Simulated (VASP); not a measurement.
# NaF (Fm-3m) in VASP: notebook

Runs on NaF. Level: PBE. Tasks: single point.

All numbers are computed with VASP 6.6.1; they aren't measurements. Logs are shortened: lines on timing, memory, paths and dates and some standing lists are left out, and cuts for length are marked.

### Step 1. The cell of the first run

The structure is cubic, space group Fm-3m (No. 225). The conventional cell has a = 4.594 Å, b = 4.594 Å, c = 4.594 Å, α = 90.00°, β = 90.00°, γ = 90.00°. Na (site symmetry m-3m) has 6 F at 2.30 Å within 3.0 Å. Within 3.0 Å of F (site symmetry m-3m) lie 6 Na at 2.30 Å.

### Step 2. Single point, PBE

Input file INCAR:

```
SYSTEM = NaF
PREC = Accurate
ENCUT = 520
EDIFF = 1E-7
ISMEAR = 0
SIGMA = 0.01
LREAL = .False.
LASPH = .True.
NELM = 60
ALGO = Normal
ISIF = 2
LWAVE = .False.
LCHARG = .False.
GGA = PE
NBANDS = 14
```

Input file KPOINTS:

```
Automatic mesh
0
Gamma
  6 6 6
  0 0 0
```

Input file POSCAR:

```
NaF
1.0
    0.0000000000      2.2971680799      2.2971680799
    2.2971680799      0.0000000000      2.2971680799
    2.2971680799      2.2971680799      0.0000000000
Na F
1 1
Direct
    0.0000000000      0.0000000000      0.0000000000
    0.5000000000      0.5000000000      0.5000000000
```

Potentials or basis: VASP PAW PBE potentials, release 64 (Na_pv, F).

The run is started by

```
cat potpaw_PBE.64/Na_pv/POTCAR potpaw_PBE.64/F/POTCAR > POTCAR
mpirun -np 1 vasp_std > vasp.out
```

OUTCAR:

```text
SYSTEM = NaF
   PREC = Accurate
   ENCUT = 520
   EDIFF = 1E-7
   ISMEAR = 0
   LREAL = .False.
   LASPH = .True.
   NELM = 60
   ISIF = 2
   GGA = PE

 ion  position               nearest neighbor table
   1  0.000  0.000  0.000-   2 2.30   2 2.30   2 2.30   2 2.30   2 2.30   2 2.30
   2  0.500  0.500  0.500-   1 2.30   1 2.30   1 2.30   1 2.30   1 2.30   1 2.30

  LATTYP: Found a face centered cubic cell.
 ALAT       =     4.5943361598

  Lattice vectors:

 A1 = (   0.0000000000,   2.2971680799,   2.2971680799)
 A2 = (   2.2971680799,   0.0000000000,   2.2971680799)
 A3 = (   2.2971680799,   2.2971680799,   0.0000000000)

Analysis of symmetry for initial positions (statically):
=====================================================================
 Subroutine PRICEL returns:
 Original cell was already a primitive cell.

 Routine SETGRP: Setting up the symmetry group for a
 face centered cubic supercell.

 Subroutine GETGRP returns: Found 48 space group operations
 (whereof 48 operations were pure point group operations)
 out of a pool of 48 trial point group operations.

The static configuration has the point symmetry O_h .

Analysis of symmetry for dynamics (positions and initial velocities):
=====================================================================
 Subroutine PRICEL returns:
 Original cell was already a primitive cell.

 Routine SETGRP: Setting up the symmetry group for a
 face centered cubic supercell.

 Subroutine GETGRP returns: Found 48 space group operations
 (whereof 48 operations were pure point group operations)
 out of a pool of 48 trial point group operations.

The dynamic configuration has the point symmetry O_h .

 Subroutine INISYM returns: Found 48 space group operations
 (whereof 48 operations are pure point group operations),
 and found     1 'primitive' translations

----------------------------------------------------------------------------------------

                                     Primitive cell

  volume of cell :      24.2442

  direct lattice vectors                    reciprocal lattice vectors
     0.000000000  2.297168080  2.297168080    -0.217659302  0.217659302  0.217659302
     2.297168080  0.000000000  2.297168080     0.217659302 -0.217659302  0.217659302
     2.297168080  2.297168080  0.000000000     0.217659302  0.217659302 -0.217659302

  length of vectors
     3.248686254  3.248686254  3.248686254     0.376996969  0.376996969  0.376996969

  position of ions in fractional coordinates (direct lattice)
     0.000000000  0.000000000  0.000000000
     0.500000000  0.500000000  0.500000000

  ion indices of the primitive-cell ions
   primitive index   ion index
                 1           1
                 2           2

----------------------------------------------------------------------------------------

 KPOINTS: Automatic mesh

Automatic generation of k-mesh.
 Grid dimensions read from file:
 generate k-points for:    6    6    6

 Generating k-lattice:

  Cartesian coordinates                     Fractional coordinates (reciprocal lattice)
    -0.036276550  0.036276550  0.036276550     0.166666667  0.000000000  0.000000000
     0.036276550 -0.036276550  0.036276550     0.000000000  0.166666667  0.000000000
     0.036276550  0.036276550 -0.036276550     0.000000000  0.000000000  0.166666667

  Length of vectors
     0.062832828  0.062832828  0.062832828

  Shift w.r.t. Gamma in fractional coordinates (k-lattice)
     0.000000000  0.000000000  0.000000000

 Subroutine IBZKPT returns following result:
 ===========================================

 Found     16 irreducible k-points:

 Following reciprocal coordinates:
            Coordinates               Weight
  0.000000  0.000000  0.000000      1.000000
  0.166667  0.000000  0.000000      8.000000
  0.333333  0.000000  0.000000      8.000000
  0.500000  0.000000  0.000000      4.000000
  0.166667  0.166667  0.000000      6.000000
  0.333333  0.166667  0.000000     24.000000
[... 8 lines left out ...]
 -0.333333  0.333333  0.166667     24.000000
 -0.333333  0.500000  0.166667     12.000000
   k-points           NKPTS =     16   k-points in BZ     NKDIM =     16   number of bands    NBANDS=     14
   number of dos      NEDOS =    301   number of ions     NIONS =      2
   total plane-waves  NPLWV =  13824
   dimension x,y,z NGX =    24 NGY =   24 NGZ =   24
   dimension x,y,z NGXF=    48 NGYF=   48 NGZF=   48
   ions per type =               1   1
   NGX,Y,Z   is equivalent  to a cutoff of  12.28, 12.28, 12.28 a.u.
   NGXF,Y,Z  is equivalent  to a cutoff of  24.56, 24.56, 24.56 a.u.
 SYSTEM =  NaF
   PREC   = accura    normal or accurate (medium, high low for compatibility)
   ISTART =      0    job   : 0-new  1-cont  2-samecut
   ICHARG =      2    charge: 1-file 2-atom 10-const
   ISPIN  =      1    spin polarized calculation?
   LNONCOLLINEAR =      F non collinear calculations
   LSORBIT =      F    spin-orbit coupling
   LASPH  =      T    aspherical Exc in radial PAW
   ENCUT  =  520.0 eV  38.22 Ry    6.18 a.u.   6.04  6.04  6.04*2*pi/ulx,y,z
   NELM   =     60;   NELMIN=  2; NELMDL= -5     # of ELM steps
   EDIFF  = 0.1E-06   stopping-criterion for ELM
   LREAL  =      F    real-space projection
   EDIFFG = 0.1E-05   stopping-criterion for IOM
   NSW    =      0    number of steps for IOM
   IBRION =     -1    ionic relax: 0-MD 1-quasi-New 2-CG
   NFREE  =      0    steps in history (QN), initial steepest desc. (CG)
   ISIF   =      2    stress and relaxation
   ISYM   =      2    0-nonsym 1-usesym 2-fastsym
   POTIM  = 0.5000    time-step for ionic-motion
   TEBEG  =    0.0;   TEEND  =   0.0 temperature during run
   PSTRESS=    0.0 pullay stress
   NELECT =      14.0000    total number of electrons
   NUPDOWN=      -1.0000    fix difference up-down
   EMIN   =  10.00;   EMAX   =-10.00  energy-range for DOS
   EFERMI =   0.00;   METHOD = LEGACY
   ISMEAR =     0;   SIGMA  =   0.01  broadening in eV -4-tet -1-fermi 0-gaus
   EFERMI_NEDOS =   21; number of points for ismear=-14 and -15
   IALGO  =     38    algorithm
   IMIX   =      4    mixing-type and parameters
     AMIX     =   0.40;   BMIX     =  1.00
     AMIX_MAG =   1.60;   BMIX_MAG =  1.00
  volume/ion in A,a.u.               =      12.12        81.80
  Fermi-wavevector in a.u.,A,eV,Ry     =   1.363269  2.576204 25.286442  1.858501
  Thomas-Fermi vector in A             =   2.489686
   LORBIT       =      0    0 simple, 1 ext, 2 COOP (PROOUT), +10 PAW based schemes
   GGA     = PE    functional components
   LHFCALC =     F    Hartree Fock is set to
   AEXX    =    0.0000 exact exchange contribution
   IVDW    =     0    specifies the selected vdW correction
   LEPSILON=     F    determine dielectric tensor
   LRPA    =     F    only Hartree local field effects (RPA)
 non-spin polarized calculation
 Gauss-broadening in eV      SIGMA  =   0.01
  energy-cutoff  :      520.00
  volume of cell :       24.24
 maximum number of plane-waves:       660
   NGX = 13   NGY = 13   NGZ = 13

 number of electron      13.9999992 magnetization

 Free energy of the ion-electron system (eV)
  ---------------------------------------------------
  ext. energy  EPLUGINS =         0.00000000
  ---------------------------------------------------
  free energy    TOTEN  =        -8.54956430 eV

  energy without entropy =       -8.54956430  energy(sigma->0) =       -8.54956430

 E-fermi :  -1.8042     XC(G=0):  -9.2786

 val. band max:       -1.9693718320   @ k =   0.0000   0.0000   0.0000
 cond. band min:       4.4716883388   @ k =   0.0000   0.0000   0.0000
 fundamental gap:      6.4410601708
 Fermi energy:        -1.8042412514

 k-point     1 :       0.0000    0.0000    0.0000
  band No.  band energies     occupation
      1     -21.1872      2.00000
      2     -20.8401      2.00000
      3     -20.8400      2.00000
      4     -20.8400      2.00000
      5      -1.9694      2.00000
      6      -1.9694      2.00000
      7      -1.9694      2.00000
      8       4.4717      0.00000
      9      17.1920      0.00000
     10      17.1920      0.00000
     11      17.1920      0.00000
     12      20.1088      0.00000
     13      22.3141      0.00000
     14      22.3141      0.00000

 k-point     2 :       0.1667    0.0000    0.0000
  band No.  band energies     occupation
      1     -21.4483      2.00000
      2     -20.8433      2.00000
      3     -20.8433      2.00000
      4     -20.5421      2.00000
      5      -2.4710      2.00000
      6      -2.0376      2.00000
      7      -2.0376      2.00000
      8       5.4151      0.00000
      9      14.7039      0.00000
     10      17.6142      0.00000
     11      17.6142      0.00000
     12      21.4935      0.00000
     13      21.4935      0.00000
     14      22.6241      0.00000

 k-point     3 :       0.3333    0.0000    0.0000
  band No.  band energies     occupation
      1     -21.7061      2.00000
      2     -20.8498      2.00000
      3     -20.8498      2.00000
      4     -20.2087      2.00000
      5      -3.2726      2.00000
      6      -2.1713      2.00000
      7      -2.1713      2.00000
      8       7.4235      0.00000
      9      12.2024      0.00000
     10      18.2889      0.00000
     11      18.2889      0.00000
     12      21.0183      0.00000
     13      21.0183      0.00000
     14      22.4735      0.00000
[... 188 lines left out ...]
 k-point    15 :      -0.3333    0.3333    0.1667
  band No.  band energies     occupation
      1     -21.5200      2.00000
      2     -20.9223      2.00000
      3     -20.8965      2.00000
      4     -20.3076      2.00000
      5      -3.1400      2.00000
      6      -2.7213      2.00000
      7      -2.3983      2.00000
      8      10.6107      0.00000
      9      11.1362      0.00000
     10      14.4630      0.00000
     11      16.3392      0.00000
     12      20.9847      0.00000
     13      21.6962      0.00000
     14      26.3516      0.00000

 k-point    16 :      -0.3333    0.5000    0.1667
  band No.  band energies     occupation
      1     -21.3180      2.00000
      2     -20.9691      2.00000
      3     -20.9215      2.00000
      4     -20.4691      2.00000
      5      -3.0827      2.00000
      6      -2.6376      2.00000
      7      -2.5199      2.00000
      8      11.4135      0.00000
      9      11.4287      0.00000
     10      12.8934      0.00000
     11      16.0647      0.00000
     12      19.8192      0.00000
     13      24.4141      0.00000
     14      24.4814      0.00000

------------------------ aborting loop because EDIFF is reached ----------------------------------------

  FORCE on cell =-STRESS in cart. coord.  units (eV):
  Direction    XX          YY          ZZ          XY          YZ          ZX
  --------------------------------------------------------------------------------------
  -------------------------------------------------------------------------------------
  Total        0.5315452      0.5315452      0.5315452      0.0000000      0.0000000     -0.0000000
  in kB       35.1271139     35.1271139     35.1271139      0.0000000      0.0000000     -0.0000000
  external PRESSURE =      35.1271139 kB  Pullay stress =       0.0000000 kB

 VOLUME and BASIS-vectors are now :
 -----------------------------------------------------------------------------
  energy-cutoff  :      520.00
  volume of cell :       24.24
      direct lattice vectors                 reciprocal lattice vectors
     0.000000000  2.297168080  2.297168080    -0.217659302  0.217659302  0.217659302
     2.297168080  0.000000000  2.297168080     0.217659302 -0.217659302  0.217659302
     2.297168080  2.297168080  0.000000000     0.217659302  0.217659302 -0.217659302

 POSITION                                       TOTAL-FORCE (eV/Angst)
 -----------------------------------------------------------------------------------
      0.00000      0.00000      0.00000         0.000000     -0.000000     -0.000000
      2.29717      2.29717      2.29717        -0.000000      0.000000      0.000000
 -----------------------------------------------------------------------------------
    total drift:                                0.000000     -0.000000      0.000000

  FREE ENERGIE OF THE ION-ELECTRON SYSTEM (eV)
  ---------------------------------------------------
  free  energy   TOTEN  =        -8.5495642993 eV

  energy  without entropy=       -8.5495642993  energy(sigma->0) =       -8.54956430
```

Wall time 3.9 s (1 thread of Intel Xeon Platinum 8259CL at 2.50GHz (Skylake/Cascade Lake), shared host); peak memory 0.13 GiB.

Results:

| Property | Result |
| --- | --- |
| Free energy | -8.5496 eV |
| Pressure | 3.5 GPa |
| Band gap on the k mesh | 6.44 eV, direct |

As with any semilocal functional, this PBE gap is likely too small.

### Step 3. Single point, PBE

Input file INCAR:

```
PREC = Accurate
ENCUT = 520
EDIFF = 1E-6
ISMEAR = 0
SIGMA = 0.01
LREAL = F
LASPH = T
NELM = 60
ALGO = Normal
ISIF = 2
LWAVE = F
LCHARG = F
GGA = PE
NBANDS = 14
```

Input file KPOINTS:

```
regular mesh
0
Gamma
  6 6 6
```

POSCAR is that of step 2.

Potentials or basis: VASP PAW PBE potentials, release 64 (Na_pv, F).

The run is started by

```
cat potpaw_PBE.64/Na_pv/POTCAR potpaw_PBE.64/F/POTCAR > POTCAR
mpirun -np 1 vasp_std > vasp.out
```

It took 3.4 s on 1 thread of Intel Xeon Platinum 8259CL at 2.50GHz (Skylake/Cascade Lake), shared host; peak memory 0.13 GiB.

It converged, with:

```yaml
Free_energy: -8.5496 eV
Pressure: 3.5 GPa
Band_gap_on_the_k_mesh: 6.44 eV, direct
```

Levels at points of the mesh, in eV from the valence-band top:
```csv
k point,band 4,band 5,band 6,band 7,band 8,band 9,band 10,band 11
"(0.00, 0.00, 0.00)",-18.87,0.00,0.00,0.00,6.44,19.16,19.16,19.16
"(0.50, 0.00, 0.00)",-18.11,-1.64,-0.27,-0.27,10.94,12.69,20.39,20.39
"(0.50, 0.50, 0.00)",-18.93,-1.31,-0.42,-0.42,13.37,13.39,13.86,20.11
```
